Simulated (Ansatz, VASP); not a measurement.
**One calculation of Re, two programs**

File INCAR:

```
PREC = Accurate
ENCUT = 520
EDIFF = 1E-6
ISMEAR = -1
SIGMA = 0.05
LREAL = False
LASPH = True
NELM = 80
ALGO = Normal
ISIF = 2
LWAVE = False
LCHARG = True
GGA = PE
LELF = True
LVHAR = True
NBANDS = 14
```

KPOINTS

```
Automatic mesh
0
Gamma
  14 14 8
```

The input POSCAR:

```
Re
1.0
    2.6371536987      0.0000000000      0.0000000000
   -1.3185768494      2.2838420967      0.0000000000
    0.0000000000      0.0000000000      4.2167694387
Re
2
Direct
    0.3333333333      0.6666666667      0.2500000000
    0.6666666667      0.3333333333      0.7500000000
```

Input for Ansatz:

```yaml
crystal:
  lattice:
    - [2.6371536987, 0.0, 0.0]
    - [-1.3185768494, 2.2838420967, 0.0]
    - [0.0, 0.0, 4.2167694387]
  atoms:
    - { symbol: Re, position: [0.3333333333, 0.6666666667, 0.25] }
    - { symbol: Re, position: [0.6666666667, 0.3333333333, 0.75] }
kpoints:
  mp_grid: { grid: [14, 14, 8] }
  band_path:
    path:
      - [0.0, 0.0, 0.0]
      - [0.5, 0.0, 0.0]
      - [0.3333333333, 0.3333333333, 0.0]
      - [0.0, 0.0, 0.0]
      - [0.0, 0.0, 0.5]
      - [0.5, 0.0, 0.5]
      - [0.3333333333, 0.3333333333, 0.5]
      - [0.0, 0.0, 0.5]
      - [0.5, 0.0, 0.5]
    npoints: 5
scf:
  occupations: { method: fermi_dirac, width: 0.05 }
hamiltonian:
  xc: pbe
  pseudopotentials: { kind: all_electron, lapw: { basis_error: 0.00025 } }
output:
  forces: true
  stress: true
  eigenvalues: true
```

Change from the starting cell: volume scaled by 1.04.

Alike in both runs: task single point; functional PBE; k mesh 14 × 14 × 8; occupations fermi-dirac, width 0.05 eV; no spin polarisation.

|  | VASP | Ansatz |
| --- | --- | --- |
| version | VASP 6.6.1 | Ansatz 0.2.0 |
| potentials or method | VASP PAW PBE potentials, release 64 (Re), cutoff 520 eV | all-electron LAPW, scalar-relativistic |

|  | VASP | Ansatz | Ansatz less VASP |
| --- | --- | --- | --- |
| pressure (GPa) | 86.5 | 84.8 | -1.71 |
| traceless stress, the component that is largest in VASP (GPa) | 5.14 | 5.17 | +0.037 |

Both programs put the cell under a high pressure, so it lies far from rest at this level. Ansatz ran all-electron here, and VASP with PAW potentials.

Neither program's run includes spin-orbit coupling. Noted on VASP's run: the cell as given lies far from equilibrium.
